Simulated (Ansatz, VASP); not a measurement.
# Tl in VASP and in Ansatz

The input INCAR:

```
SYSTEM = Tl
PREC = Accurate
ENCUT = 520
EDIFF = 1E-6
ISMEAR = -1
SIGMA = 0.1
LREAL = .False.
LASPH = .True.
NELM = 100
ALGO = Normal
ISIF = 2
LWAVE = .False.
LCHARG = .False.
GGA = PE
NBANDS = 20
```

The input KPOINTS:

```
Automatic mesh
0
Gamma
  17 17 9
  0 0 0
```

Contents of POSCAR:

```
Tl
1.0
    3.5902820628      0.0000000000      0.0000000000
   -1.7951410314      3.1092754731      0.0000000000
    0.0000000000      0.0000000000      5.6419406004
Tl
2
Direct
    0.3333333333      0.6666666667      0.2500000000
    0.6666666667      0.3333333333      0.7500000000
```

Input for Ansatz:

```yaml
crystal:
  lattice:
    - [3.5902820628, 0.0, 0.0]
    - [-1.7951410314, 3.1092754731, 0.0]
    - [0.0, 0.0, 5.6419406004]
  atoms:
    - { symbol: Tl, position: [0.3333333333, 0.6666666667, 0.25] }
    - { symbol: Tl, position: [0.6666666667, 0.3333333333, 0.75] }
hamiltonian:
  xc: pbe
  pseudopotentials:
    kind: paw
    azcp:
      Tl: "pseudopotentials/Tl.paw.azcp"
basis:
  ecutwfc: 420
  fft_grid_basis: typed
kpoints:
  mp_grid: { grid: [17, 17, 9], shift: [0, 0, 0] }
magnetization:
  spin_polarized: false
scf:
  occupations: { method: fermi_dirac, width: 0.1 }
  lower_state_search: "off"
output:
  stress: true
```

Alike in both runs: task single point; functional PBE; k mesh 17 × 17 × 9; occupations fermi-dirac, width 0.1 eV; no spin polarisation.

|  | VASP | Ansatz |
| --- | --- | --- |
| version | VASP 6.6.1 | Ansatz 0.2.0 |
| potentials or method | VASP PAW PBE potentials, release 64 (Tl_d), cutoff 520 eV | plane waves (420 eV) with PAW, scalar-relativistic |
| valence electrons in the cell | 26 | 26 |

Ansatz gave:

```
pressure (GPa)                                                : 0.0
traceless stress, the component that is largest in VASP (GPa) : 0.15
```

Problem. Which values does VASP return?

Solution. Pressure (GPa): -0.1; traceless stress, the component that is largest in VASP (GPa): 0.14.

Neither program's run includes spin-orbit coupling.
